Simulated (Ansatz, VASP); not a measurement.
## One calculation of GaN, two programs

```
Ga N
1.0
     0.00000    2.22757    2.22757
     2.22757    0.00000    2.22757
     2.22757    2.22757    0.00000
Ga N
1 1
Direct
  0.00000 0.00000 0.00000
  0.25000 0.25000 0.25000
```

Alike in both runs: functional LDA; k mesh 10 × 10 × 10; occupations gaussian, width 0.02 eV; no spin polarisation.

Ansatz relaxed the structure, and its values are those at the end. VASP's run is a single point on that final structure, the one shown.

|  | VASP | Ansatz |
| --- | --- | --- |
| version | VASP 6.6.1 | Ansatz 0.2.0 |
| potentials or method | VASP PAW LDA potentials, release 64 (Ga_d, N), cutoff 520 eV | scalar-relativistic, plane waves, PAW |
| valence electrons in the cell | 18 | 18 |

Ansatz gave:

| Item | Value |
| --- | --- |
| gap on the k mesh at the Fermi level (eV) | 1.96 |
| least direct gap on the mesh (eV) | 1.96 |
| pressure (GPa) | 0.0 |

Estimate VASP's values.

gap on the k mesh at the Fermi level (eV): 1.97; least direct gap on the mesh (eV): 1.97; pressure (GPa): 1.1.

Ansatz warns that its potentials were made for another functional, while VASP's fit it. LDA's correlation is that of Perdew and Zunger in VASP and of Perdew and Wang (1992) in Ansatz.
